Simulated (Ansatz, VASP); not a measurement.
**Sb in VASP and in Ansatz**

Contents of INCAR:

```
PREC = Accurate
ENCUT = 400
EDIFF = 1E-8
ISMEAR = -1
SIGMA = 0.05
LREAL = False
LASPH = True
NELM = 120
ALGO = Normal
ISIF = 2
LWAVE = False
LCHARG = False
GGA = PE
LEFG = True
NBANDS = 12
GGA_COMPAT = False
```

KPOINTS

```
regular mesh
0
Gamma
  9 9 9
```

Contents of POSCAR:

```
Sb
1.0
    2.0860823220      1.2044001902      3.7440000000
   -2.0860823220      1.2044001902      3.7440000000
    0.0000000000     -2.4088003803      3.7440000000
Sb
2
Direct
    0.2336400000      0.2336400000      0.2336400000
    0.7663600000      0.7663600000      0.7663600000
```

Input for Ansatz:

```yaml
crystal:
  lattice:
    - [2.086082322, 1.2044001902, 3.744]
    - [-2.086082322, 1.2044001902, 3.744]
    - [0.0, -2.4088003803, 3.744]
  atoms:
    - { symbol: Sb, position: [0.23364, 0.23364, 0.23364] }
    - { symbol: Sb, position: [0.76636, 0.76636, 0.76636] }
kpoints:
  mp_grid: { grid: [9, 9, 9] }
scf:
  occupations: { method: fermi_dirac, width: 0.05 }
hamiltonian:
  xc: pbe
  pseudopotentials: { kind: all_electron, datasets: crystal }
output:
  forces: true
  stress: true
  eigenvalues: true
  efg: { contact_densities: true }
```

Change from the starting cell: equal xx and yy strain of -3 %, crystal datasets.

Alike in both runs: task electric field gradients; functional PBE; k mesh 9 × 9 × 9; occupations fermi-dirac, width 0.05 eV; no spin polarisation.

```csv
,VASP,Ansatz
version,VASP 6.6.1,Ansatz 0.2.0
potentials or method,"VASP PAW PBE potentials, release 64 (Sb), cutoff 400 eV","all-electron PAW with datasets made for the crystal, scalar-relativistic"
```

VASP gave:

- pressure (GPa): 7.9
- traceless stress, the component that is largest in VASP (GPa): -1.51
- rms of the force components (eV/Å): 0.365
- size of Vzz on the site where it differs most (V/Å²): 32.7

Estimate Ansatz's values.

pressure (GPa): 7.7; traceless stress, the component that is largest in VASP (GPa): -1.47; rms of the force components (eV/Å): 0.326; size of Vzz on the site where it differs most (V/Å²): 37.2.

Atom by atom the forces differ by 0.038 eV/Å (rms over components). Ansatz ran all-electron here, and VASP with PAW potentials.

Spin-orbit coupling is off throughout.
